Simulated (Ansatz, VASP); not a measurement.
# Two plane-wave programs on Hf

INCAR

```
  ALGO = Normal
  EDIFF = 1E-7
  ENCUT = 520
  GGA = CA
  ISIF = 2
  ISMEAR = 1
  LASPH = T
  LCHARG = F
  LREAL = F
  LWAVE = F
  NBANDS = 17
  NELM = 100
  PREC = Accurate
  SIGMA = 0.6
```

The input KPOINTS:

```
k-points
0
Gamma
  12 12 7
```

POSCAR

```
Hf
1.0
    3.1183974891      0.0000000000      0.0000000000
   -1.5591987445      2.7006114446      0.0000000000
    0.0000000000      0.0000000000      4.9475473504
Hf
2
Direct
    0.3333333333      0.6666666667      0.2500000000
    0.6666666667      0.3333333333      0.7500000000
```

Input for Ansatz:

```yaml
crystal:
  lattice:
    - [3.1183974891, 0.0, 0.0]
    - [-1.5591987445, 2.7006114446, 0.0]
    - [0.0, 0.0, 4.9475473504]
  atoms:
    - { symbol: Hf, position: [0.3333333333, 0.6666666667, 0.25] }
    - { symbol: Hf, position: [0.6666666667, 0.3333333333, 0.75] }
hamiltonian:
  xc: lda
  pseudopotentials:
    kind: paw
    azcp:
      Hf: "pseudopotentials/Hf.paw.azcp"
basis:
  ecutwfc: 420
  fft_grid_basis: typed
kpoints:
  mp_grid: { grid: [12, 12, 7], shift: [0, 0, 0] }
magnetization:
  spin_polarized: false
scf:
  occupations: { method: cold, width: 0.6 }
  lower_state_search: "off"
output:
  stress: true
  write_density: true
  write_potential: true
  elf: true
  volumetric_format: npy
```

Alike in both runs: task single point; functional LDA; k mesh 12 × 12 × 7; no spin polarisation.

```csv
,VASP,Ansatz
version,VASP 6.6.1,Ansatz 0.2.0
potentials or method,"VASP PAW LDA potentials, release 64 (Hf_pv), cutoff 520 eV","plane waves (420 eV) with PAW, scalar-relativistic"
occupations,"methfessel-paxton of order 1, width 0.6 eV","cold, width 0.6 eV"
valence electrons in the cell,20,52
```

Ansatz gave:

- pressure (GPa): -0.3

**Question.** Estimate VASP's values.

**Answer.** Pressure (GPa): -0.2.

Ansatz warns that its potentials were made for another functional, while VASP's fit it. LDA's correlation is that of Perdew and Zunger in VASP and of Perdew and Wang (1992) in Ansatz. VASP's potentials hold 20 valence electrons a cell and Ansatz's 52, so a difference there can come from the potentials and not from the codes.

Spin-orbit coupling is off throughout.
